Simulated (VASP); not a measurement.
# TiTe2 (P4/nmm) in VASP: further runs, part 2 of 2

VASP 6.6.1.

### 4 Relaxation of cell and atoms, PBE

This run uses another cell than the first one, of 27.31 Å³/atom, 1.081 times its volume.

Contents of INCAR:

```
SYSTEM = TiTe2
PREC = Accurate
ENCUT = 600
EDIFF = 1E-6
ISMEAR = 0
SIGMA = 0.1
LREAL = .FALSE.
LASPH = .TRUE.
NELM = 100
ALGO = Normal
ISIF = 3
LWAVE = .FALSE.
LCHARG = .FALSE.
GGA = PE
IBRION = 2
NSW = 90
EDIFFG = -0.04
```

Contents of KPOINTS:

```
Automatic mesh
0
G
  4 4 4
  0 0 0
```

Contents of POSCAR:

```
TiTe2
1.0
    4.7530986519      0.0000000000      0.0000000000
    0.0000000000      4.7530986519      0.0000000000
    0.0000000000      0.0000000000      7.2522855432
Ti Te
2 4
Direct
    0.0000000000      0.5000000000      0.7000000000
    0.5000000000      0.0000000000      0.3000000000
    0.0000000000      0.0000000000      0.0000000000
    0.5000000000      0.5000000000      0.0000000000
    0.0000000000      0.5000000000      0.2700000000
    0.5000000000      0.0000000000      0.7300000000
```

Potentials or basis: VASP PAW PBE potentials, release 64 (Ti_sv, Te).

Launch:

```sh
$ cat potpaw_PBE.64/Ti_sv/POTCAR potpaw_PBE.64/Te/POTCAR > POTCAR
$ mpirun -np 1 vasp_std > vasp.out
```

OUTCAR:

```text
SYSTEM = TiTe2
   PREC = Accurate
   ENCUT = 600
   EDIFF = 1E-6
   ISMEAR = 0
   LREAL = .FALSE.
   LASPH = .TRUE.
   NELM = 100
   ISIF = 3
   GGA = PE
   IBRION = 2
   NSW = 90
   EDIFFG = -0.04

 ion  position               nearest neighbor table
   1  0.000  0.500  0.700-   5 3.12   4 3.22   3 3.22   3 3.22   4 3.22
   2  0.500  0.000  0.300-   6 3.12   4 3.22   3 3.22   4 3.22   3 3.22
   3  0.000  0.000  0.000-   5 3.08   6 3.08   5 3.08   6 3.08   1 3.22   1 3.22   2 3.22   2 3.22
                             4 3.36   4 3.36   4 3.36   4 3.36
   4  0.500  0.500  0.000-   5 3.08   6 3.08   6 3.08   5 3.08   2 3.22   1 3.22   1 3.22   2 3.22
                             3 3.36   3 3.36   3 3.36   3 3.36
   5  0.000  0.500  0.270-   3 3.08   4 3.08   3 3.08   4 3.08   1 3.12
   6  0.500  0.000  0.730-   3 3.08   4 3.08   4 3.08   3 3.08   2 3.12

  LATTYP: Found a simple tetragonal cell.
 ALAT       =     4.7530986519
 C/A-ratio  =     1.5258016032

[... 867 lines left out ...]

[... ionic steps 4 to 15 ...]

--------------------------------------- Ionic step       16  -------------------------------------------

 number of electron      48.0000009 magnetization

------------------------ aborting loop because EDIFF is reached ----------------------------------------
[... 75 lines left out ...]
--------------------------------------- Ionic step       18  -------------------------------------------

 number of electron      48.0000009 magnetization

 Free energy of the ion-electron system (eV)
  ---------------------------------------------------
  ext. energy  EPLUGINS =         0.00000000
  ---------------------------------------------------
  free energy    TOTEN  =       -30.14171925 eV

  energy without entropy =      -30.12518307  energy(sigma->0) =      -30.13345116

 E-fermi :   8.0957     XC(G=0): -10.2060

 val. band max:        8.0915017939   @ k =   0.0000   0.0000   0.0000
 cond. band min:       8.1160104582   @ k =   0.0000   0.0000   0.2500
 fundamental gap:      0.0245086643
 Fermi energy:         8.0957266491

 k-point     1 :       0.0000    0.0000    0.0000
  band No.  band energies     occupation
      1     -49.6230      2.00000
      2     -49.6228      2.00000
      3     -25.8898      2.00000
      4     -25.8844      2.00000
      5     -25.8816      2.00000
      6     -25.8816      2.00000
[... 580 lines left out ...]
  FREE ENERGIE OF THE ION-ELECTRON SYSTEM (eV)
  ---------------------------------------------------
  free  energy   TOTEN  =       -30.1417192460 eV

  energy  without entropy=      -30.1251830740  energy(sigma->0) =      -30.13345116

 reached required accuracy - stopping structural energy minimisation
```

CONTCAR:

```text
TiTe2
   1.00000000000000
     4.5112499753822526    0.0000000000000000    0.0000000000000000
     0.0000000000000000    4.5112499753822526    0.0000000000000000
     0.0000000000000000    0.0000000000000000    7.4549671828251522
  Ti              Te
     2     4
Direct
     0.0000000000000000    0.5000000000000000    0.7622176757160612
     0.5000000000000000    0.0000000000000000    0.2377823242839387
     0.0000000000000000    0.0000000000000000    0.0000000000000000
     0.5000000000000000    0.5000000000000000    0.0000000000000000
     0.0000000000000000    0.5000000000000000    0.3790938800723574
     0.5000000000000000    0.0000000000000000    0.6209061199276429

  0.00000000E+00  0.00000000E+00  0.00000000E+00
  0.00000000E+00  0.00000000E+00  0.00000000E+00
  0.00000000E+00  0.00000000E+00  0.00000000E+00
  0.00000000E+00  0.00000000E+00  0.00000000E+00
  0.00000000E+00  0.00000000E+00  0.00000000E+00
  0.00000000E+00  0.00000000E+00  0.00000000E+00
```

Run time: 29 min. Hardware: 1 thread of Intel Xeon 6975P-C, shared host; peak memory 0.37 GiB.

Results:

| Property | Result |
| --- | --- |
| Free energy | -30.1417 eV |
| Relaxed volume | 25.29 Å³/atom |
| Relaxed cell | a = 4.511 Å, b = 4.511 Å, c = 7.455 Å, α = 90.00°, β = 90.00°, γ = 90.00° |
| Space group after relaxing (to 0.05 Å) | P4/nmm (No. 129) |
| Energy gained by relaxing | 661.2 meV/atom |
| Ionic steps | 18 |
| Pressure after relaxing | 0.1 GPa |
| Largest force after relaxing | 0.022 eV/Å |
| Band gap on the k mesh | zero (band 24 reaches 8.15 eV, above the bottom of band 25 at 8.09 eV) |

Forces on the atoms (eV/Å):
```
Ti   0.000  0.000 -0.009
Ti   0.000  0.000  0.009
Te   0.000  0.000  0.000
Te   0.000  0.000  0.000
Te   0.000  0.000  0.022
Te   0.000  0.000 -0.022
```

The path:
| step | energy change (eV) | largest force (eV/Å) | pressure (GPa) | volume (Å³) |
| --- | --- | --- | --- | --- |
| 1 | 0.0000 | 3.6213 | -1.95 | 163.84 |
| 2 | -1.3696 | 2.8546 | -0.56 | 156.02 |
| 3 | 0.0095 | 7.5634 | 22.72 | 133.72 |
| 4 | -1.8576 | 2.1360 | 2.31 | 149.76 |
| 5 | -1.9543 | 3.2305 | 9.56 | 141.20 |
| 6 | -2.0972 | 2.2041 | 5.55 | 145.03 |
| 7 | -2.9969 | 1.7808 | 0.89 | 153.66 |
| 8 | -3.5145 | 1.0364 | -3.31 | 165.49 |
| 9 | -3.5329 | 0.8660 | -4.04 | 168.10 |
| 10 | -3.8556 | 0.2631 | -0.92 | 158.49 |
| 11 | -3.8558 | 0.2694 | -0.81 | 158.27 |
| 12 | -3.9014 | 0.2173 | -0.40 | 156.13 |
| 13 | -3.9553 | 0.0591 | 0.73 | 151.34 |
| 14 | -3.9562 | 0.0281 | 0.96 | 150.47 |
| 15 | -3.9555 | 0.1653 | -0.98 | 153.49 |
| 16 | -3.9657 | 0.0833 | -0.02 | 151.93 |
| 17 | -3.9669 | 0.0513 | 0.03 | 151.82 |
| 18 | -3.9673 | 0.0224 | 0.07 | 151.72 |

Final structure:
```cif
data_structure
_symmetry_space_group_name_H-M 'P 1'
_symmetry_Int_Tables_number 1
_cell_length_a 4.5112
_cell_length_b 4.5112
_cell_length_c 7.4550
_cell_angle_alpha 90.000
_cell_angle_beta 90.000
_cell_angle_gamma 90.000
_cell_volume 151.72
loop_
_atom_site_label
_atom_site_type_symbol
_atom_site_fract_x
_atom_site_fract_y
_atom_site_fract_z
_atom_site_occupancy
Ti1 Ti 0.00000 0.50000 0.76222 1
Ti2 Ti 0.50000 0.00000 0.23778 1
Te1 Te 0.00000 0.00000 0.00000 1
Te2 Te 0.50000 0.50000 0.00000 1
Te3 Te 0.00000 0.50000 0.37909 1
Te4 Te 0.50000 0.00000 0.62091 1
```

Caveat: spin-orbit coupling is left out, which moves the levels of the heavy elements.

### 5 The runs side by side

| task | cell | cutoff (eV) | gap on the mesh (eV) | pressure (GPa) | largest force (eV/Å) |
| --- | --- | --- | --- | --- | --- |
| single point | a = 4.506, b = 4.506, c = 7.463 Å, 6 atoms | 520 | none | 0.1 | 0.04 |
| single point | a = 4.753, b = 4.753, c = 7.252 Å, 6 atoms | 520 | none | -1.9 | 3.62 |
| relaxation of cell and atoms | relaxed from a = 4.753, b = 4.753, c = 7.252 Å, 6 atoms | 600 | none | 0.1 | 0.02 |

Alike in all rows: level PBE; potentials or basis VASP PAW PBE potentials, release 64 (Ti_sv, Te); no spin polarisation; k mesh 4 × 4 × 4; smearing gaussian 0.1 eV.

Caveats: spin-orbit coupling is left out, which moves the levels of the heavy elements; forces of over 1 eV/Å act on the atoms, so gaps and moduli don't describe the material at rest (some runs).

Absolute energies hang on the potentials; compare differences alone.
